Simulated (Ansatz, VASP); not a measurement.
Two plane-wave programs on Si16Ge

```
CELL_PARAMETERS angstrom
0.00000 5.43000 5.43000
5.43000 0.00000 5.43000
5.43000 5.43000 0.00000
ATOMIC_POSITIONS crystal
Si 0.01285 0.96420 0.01311
Si 0.12748 0.10652 0.12812
Si 0.01802 0.99759 0.49841
Si 0.15892 0.11320 0.61374
Si 0.97494 0.47487 0.97498
Si 0.10150 0.60122 0.10236
Si 0.01192 0.51177 0.46578
Si 0.12760 0.62736 0.60661
Si 0.49783 0.99759 0.01820
Si 0.61271 0.11263 0.16001
Si 0.52264 0.02233 0.52345
Si 0.64929 0.14925 0.64950
Si 0.46459 0.51248 0.01290
Si 0.60658 0.62726 0.12813
Si 0.49781 0.51798 0.49839
Si 0.61355 0.65849 0.61400
Ge 0.81310 0.31227 0.81539
```

Alike in both runs: functional PBE; k mesh 2 × 2 × 2; occupations gaussian, width 0.05 eV; no spin polarisation.

Ansatz relaxed the structure, and its values are those at the end. VASP's run is a single point on that final structure, the one shown.

|  | VASP | Ansatz |
| --- | --- | --- |
| version | VASP 6.6.1 | Ansatz 0.2.0 |
| potentials or method | VASP PAW PBE potentials, release 64 (Si, Ge_d), cutoff 520 eV | scalar-relativistic, plane waves, PAW |
| valence electrons in the cell | 78 | 78 |

|  | VASP | Ansatz | Ansatz less VASP |
| --- | --- | --- | --- |
| rms of the force components (eV/Å) | 0.008 | 0.008 | -0.0004 |

The k mesh is coarse, so the values compare programs but aren't converged.
